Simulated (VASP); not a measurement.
Write the native input for VASP 6.6.1 that does the following.

- Task: relaxation of cell and atoms
- Functional: PBE-based screened hybrid with 25 % exact exchange
- Potentials or basis: VASP PAW PBE potentials, release 64 (Pb_d, S)
- Cutoff: 600 eV
- k mesh: 4 × 4 × 4
- Occupations: fermi-dirac, width 0.05 eV
- Spin: no spin polarisation
- Dipole correction: no
- Grid for exact exchange (PRECFOCK): Normal
- Share of exact exchange: 0.25
- Further INCAR settings: ALGO = Normal; EDIFF = 1e-06; IBRION = 2; EDIFFG = -0.01; NSW = 60; ISIF = 3
- Screening parameter: 0.3 1/Å

Crystal: PbS.

```
CELL_PARAMETERS angstrom
3.65366 0.00000 0.00000
0.00000 3.65366 0.00000
0.00000 0.00000 3.65366
ATOMIC_POSITIONS crystal
Pb 0.00000 0.00000 0.00000
S 0.50000 0.50000 0.50000
```

The input as run:

POSCAR

```
PbS
1.0
    3.6536590000      0.0000000000      0.0000000000
    0.0000000000      3.6536590000      0.0000000000
    0.0000000000      0.0000000000      3.6536590000
Pb S
1 1
Direct
    0.0000000000      0.0000000000      0.0000000000
    0.5000000000      0.5000000000      0.5000000000
```

INCAR.step1

```
SYSTEM = PbS
PREC = Accurate
ENCUT = 600
EDIFF = 1E-5
ISMEAR = -1
SIGMA = 0.05
LREAL = .False.
LASPH = .True.
NELM = 100
ALGO = Normal
LWAVE = .True.
LCHARG = .False.
GGA = PE
NBANDS = 17
```

INCAR.step2

```
SYSTEM = PbS
PREC = Accurate
ENCUT = 600
EDIFF = 1E-6
ISMEAR = -1
SIGMA = 0.05
LREAL = .False.
LASPH = .True.
NELM = 100
ALGO = Normal
ISIF = 3
LWAVE = .False.
LCHARG = .False.
GGA = PE
LHFCALC = .True.
AEXX = 0.25
HFSCREEN = 0.3
PRECFOCK = Normal
IBRION = 2
NSW = 60
EDIFFG = -0.01
ISTART = 1
```

KPOINTS

```
regular mesh
0
Gamma
  4 4 4
  0 0 0
```

Potentials or basis: VASP PAW PBE potentials, release 64 (Pb_d, S).

The run is started by

```sh
$ cat potpaw_PBE.64/Pb_d/POTCAR potpaw_PBE.64/S/POTCAR > POTCAR
$ cp INCAR.step1 INCAR
$ mpirun -np 1 vasp_std > vasp.out
$ cp INCAR.step2 INCAR
$ mpirun -np 1 vasp_std > vasp.out
```

Results of the run:

The relaxed volume is 23.52 Å³/atom. The relaxed cell is a = 3.610 Å, b = 3.610 Å, c = 3.610 Å, α = 90.00°, β = 90.00°, γ = 90.00° and the space group after relaxing (to 0.1 Å) is Pm-3m (No. 221). The energy gained by relaxing is 6.3 meV/atom and the ionic steps are 4. The pressure after relaxing is -0.1 GPa and the band gap on the k mesh is zero (bands 10 and 11 overlap by 0.39 eV).

Caveat: the k points lie up to 0.44 Å⁻¹ apart in the final cell; the PAW data sets were made with another functional, which shifts forces and pressure a little; spin-orbit coupling is left out, which moves the levels of the heavy elements.

Run time: 65 min on 1 thread of AMD EPYC 7R43 64-Core Processor (Zen 3) (shared host), peak memory 0.26 GiB.
